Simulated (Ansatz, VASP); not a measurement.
**Al: VASP beside Ansatz**

```
Al
1.0
     0.00000    1.76811    2.65216
     1.76811    0.00000    2.65216
     1.76811    1.76811    0.00000
Al
1
Cartesian
  0.0000 0.0000 0.0000
```

Alike in both runs: task single point; functional PBEsol; k mesh 22 × 22 × 22; occupations gaussian, width 0.15 eV; no spin polarisation.

|  | VASP | Ansatz |
| --- | --- | --- |
| version | VASP 6.6.1 | Ansatz 0.2.0 |
| potentials or method | VASP PAW PBE potentials, release 64 (Al), cutoff 520 eV | scalar-relativistic, plane waves, PAW |
| valence electrons in the cell | 3 | 3 |

```tsv
	VASP	Ansatz	Ansatz less VASP
gap on the k mesh at the Fermi level (eV)	none	none	-
pressure (GPa)	10.9	10.8	-0.11
traceless stress, the component that is largest in VASP (GPa)	-22.79	-22.68	+0.113
```

VASP's potentials were made for PBE, not for PBEsol. A gap of «none» marks a metal or a gap that the smearing closes. With one functional, cell and mesh, what is left measures potentials, basis and numerics.
